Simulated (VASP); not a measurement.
# HfGe (Pm-3m) in VASP: settings compared, part 2 of 2

VASP 6.6.1. Earlier steps stand in the parts before.

### Step 6. Single point, PBE-based screened hybrid with 25 % exact exchange

This run uses another cell than the first one, of 19.04 Å³/atom.

Input file POSCAR:

```
HfGe
1.0
    3.3640515640      0.0000000000      0.0000000000
    0.0000000000      3.3640515640      0.0000000000
    0.0000000000      0.0000000000      3.3640515640
Hf Ge
1 1
Direct
    0.0000000000      0.0000000000      0.0000000000
    0.5000000000      0.5000000000      0.5000000000
```

Input file INCAR.step1:

```
SYSTEM = HfGe
ALGO = Normal ; EDIFF = 1E-5
ENCUT = 520 ; GGA = PE
ISIF = 2 ; ISMEAR = -1
LASPH = .TRUE. ; LCHARG = .FALSE.
LREAL = .FALSE. ; LWAVE = .TRUE.
NBANDS = 19 ; NELM = 80
PREC = Accurate ; SIGMA = 0.05
```

Input file INCAR.step2:

```
SYSTEM = HfGe
AEXX = 0.25 ; ALGO = Normal
EDIFF = 1E-6 ; ENCUT = 520
GGA = PE ; HFSCREEN = 0.3
ISIF = 2 ; ISMEAR = -1
ISTART = 1 ; LASPH = .TRUE.
LCHARG = .FALSE. ; LHFCALC = .TRUE.
LREAL = .FALSE. ; LWAVE = .FALSE.
NBANDS = 19 ; NELM = 80
PREC = Accurate ; PRECFOCK = Normal
SIGMA = 0.05
```

Input file KPOINTS:

```
k-points
0
G
  4 4 4
  0 0 0
```

Potentials or basis: VASP PAW PBE potentials, release 64 (Hf_pv, Ge_d).

Run with:

```sh
$ cat potpaw_PBE.64/Hf_pv/POTCAR potpaw_PBE.64/Ge_d/POTCAR > POTCAR
$ cp INCAR.step1 INCAR
$ mpirun -np 1 vasp_std > vasp.out
$ cp INCAR.step2 INCAR
$ mpirun -np 1 vasp_std > vasp.out
```

OUTCAR:

```text
SYSTEM = HfGe
   AEXX = 0.25
   EDIFF = 1E-6
   ENCUT = 520
   GGA = PE
   HFSCREEN = 0.3
   ISIF = 2
   ISMEAR = -1
   ISTART = 1
   LASPH = .TRUE.
   LHFCALC = .TRUE.
   LREAL = .FALSE.
   NELM = 80
   PREC = Accurate
   PRECFOCK = Normal

 ion  position               nearest neighbor table
   1  0.000  0.000  0.000-   2 2.91   2 2.91   2 2.91   2 2.91   2 2.91   2 2.91   2 2.91   2 2.91

   2  0.500  0.500  0.500-   1 2.91   1 2.91   1 2.91   1 2.91   1 2.91   1 2.91   1 2.91   1 2.91

  LATTYP: Found a simple cubic cell.
[... 403 lines left out ...]

  FORCE on cell =-STRESS in cart. coord.  units (eV):
  Direction    XX          YY          ZZ          XY          YZ          ZX
  --------------------------------------------------------------------------------------
  -------------------------------------------------------------------------------------
  Total       -0.3072592     -0.3072592     -0.3072592      0.0000000     -0.0000000      0.0000000
  in kB      -12.9308658    -12.9308658    -12.9308658      0.0000000     -0.0000000      0.0000000
  external PRESSURE =     -12.9308658 kB  Pullay stress =       0.0000000 kB

 VOLUME and BASIS-vectors are now :
 -----------------------------------------------------------------------------
  energy-cutoff  :      520.00
  volume of cell :       38.07
      direct lattice vectors                 reciprocal lattice vectors
     3.364051564  0.000000000  0.000000000     0.297260604  0.000000000  0.000000000
     0.000000000  3.364051564  0.000000000     0.000000000  0.297260604  0.000000000
     0.000000000  0.000000000  3.364051564     0.000000000  0.000000000  0.297260604

 POSITION                                       TOTAL-FORCE (eV/Angst)
 -----------------------------------------------------------------------------------
      0.00000      0.00000      0.00000         0.000000      0.000000      0.000000
      1.68203      1.68203      1.68203         0.000000      0.000000      0.000000
 -----------------------------------------------------------------------------------
    total drift:                               -0.000000     -0.000000      0.000001

  FREE ENERGIE OF THE ION-ELECTRON SYSTEM (eV)
  ---------------------------------------------------
  free  energy   TOTEN  =       -16.5665949308 eV

  energy  without entropy=      -16.5553535289  energy(sigma->0) =      -16.56097423
```

OUTCAR.step1:

```text
SYSTEM = HfGe
   EDIFF = 1E-5
   ENCUT = 520
   GGA = PE
   ISIF = 2
   ISMEAR = -1
   LASPH = .TRUE.
[... 425 lines left out ...]
      0.00000      0.00000      0.00000         0.000000      0.000000      0.000000
      1.68203      1.68203      1.68203         0.000000      0.000000      0.000000
 -----------------------------------------------------------------------------------
    total drift:                                0.000000      0.000000      0.000000

  FREE ENERGIE OF THE ION-ELECTRON SYSTEM (eV)
  ---------------------------------------------------
  free  energy   TOTEN  =       -14.9096977443 eV

  energy  without entropy=      -14.8847759265  energy(sigma->0) =      -14.89723684
```

OSZICAR.step1:

```text
N       E                     dE             d eps       ncg     rms          rms(c)
DAV:   1     0.149709681221E+03    0.14971E+03   -0.12017E+04   441   0.273E+03
DAV:   2     0.786233905450E+00   -0.14892E+03   -0.14477E+03   396   0.553E+02
DAV:   3    -0.152922653183E+02   -0.16078E+02   -0.15814E+02   437   0.106E+02
DAV:   4    -0.156839466187E+02   -0.39168E+00   -0.38928E+00   484   0.161E+01
DAV:   5    -0.156883047430E+02   -0.43581E-02   -0.43578E-02   447   0.207E+00    0.399E+01
DAV:   6    -0.149828136609E+02    0.70549E+00   -0.12580E+00   514   0.607E+00    0.268E+01
DAV:   7    -0.149347250863E+02    0.48089E-01   -0.44903E-01   469   0.632E+00    0.199E+00
DAV:   8    -0.149117235123E+02    0.23002E-01   -0.94253E-02   408   0.179E+00    0.281E+00
DAV:   9    -0.149100007955E+02    0.17227E-02   -0.53458E-03   460   0.635E-01    0.503E-01
DAV:  10    -0.149096933202E+02    0.30748E-03   -0.11876E-03   442   0.467E-01    0.686E-01
DAV:  11    -0.149097071775E+02   -0.13857E-04   -0.42838E-05   406   0.639E-02    0.306E-01
DAV:  12    -0.149096970382E+02    0.10139E-04   -0.31282E-05   332   0.336E-02    0.911E-02
DAV:  13    -0.149096977443E+02   -0.70609E-06   -0.19477E-06   193   0.104E-02
   1 F= -.14909698E+02 E0= -.14897237E+02  d E =-.249218E-01
```

Run time: 14 min. Hardware: 1 thread of Intel Xeon Platinum 8375C at 2.90GHz (Ice Lake), shared host; peak memory 0.27 GiB.

What came out:

```yaml
Free_energy: -16.5666 eV
Pressure: -1.3 GPa
Band_gap_on_the_k_mesh: zero (bands 12 and 13 overlap by 2.38 eV)
```

Levels at points of the mesh, in eV from the Fermi level:
| k point | band 10 | band 11 | band 12 | band 13 | band 14 | band 15 |
| --- | --- | --- | --- | --- | --- | --- |
| (0.00, 0.00, 0.00) | -1.89 | -1.89 | 1.86 | 1.86 | 1.86 | 3.92 |
| (0.50, 0.00, 0.00) | -7.25 | -0.87 | -0.51 | -0.51 | 4.28 | 5.31 |
| (0.50, 0.50, 0.00) | -3.62 | -3.62 | -2.22 | 1.84 | 1.84 | 4.19 |
| (0.50, 0.50, 0.50) | -4.91 | -4.91 | -4.91 | 3.63 | 3.63 | 3.63 |

Caveat: the k points lie up to 0.47 Å⁻¹ apart, too coarse for converged energies and pressures of a metal; the PAW data sets were made with another functional, which shifts forces and pressure a little; spin-orbit coupling is left out, which moves the levels of the heavy elements.

### Step 7. Overview

```csv
level,spin,cell,k mesh,cutoff (eV),smearing,grid for exact exchange (PRECFOCK),share of exact exchange,screening parameter,gap on the mesh (eV),pressure (GPa)
"b88 exchange, pbe correlation","non-collinear, zero start, SOC","a = 3.501 Å, 2 atoms",6 × 6 × 6,500,gaussian 0.025 eV,-,-,-,-,-12.2
PBEsol-based global hybrid with 25 % exact exchange,off,"a = 3.331 Å, 2 atoms",4 × 4 × 4,520,fermi-dirac 0.05 eV,Normal,0.25,-,none,-1.9
PBEsol-based screened hybrid with 25 % exact exchange,off,"a = 3.331 Å, 2 atoms",4 × 4 × 4,520,fermi-dirac 0.05 eV,Normal,0.25,0.207 1/Å,none,-1.5
HSE06,off,"a = 3.362 Å, 2 atoms",4 × 4 × 4,520,fermi-dirac 0.05 eV,Normal,0.25,0.2079 1/Å,none,-1.4
PBE-based screened hybrid with 25 % exact exchange,off,"a = 3.364 Å, 2 atoms",4 × 4 × 4,520,fermi-dirac 0.05 eV,Normal,0.25,0.3 1/Å,none,-1.3
```

Alike in all rows: task single point; potentials or basis VASP PAW PBE potentials, release 64 (Hf_pv, Ge_d).

Caveats: some runs use coarse meshes; the PAW data sets were made with another functional, which shifts forces and pressure a little; spin-orbit coupling is left out, which moves the levels of the heavy elements (at least some runs); the cell stands under tension (at least some runs).

Absolute energies hang on the potentials; compare differences alone.
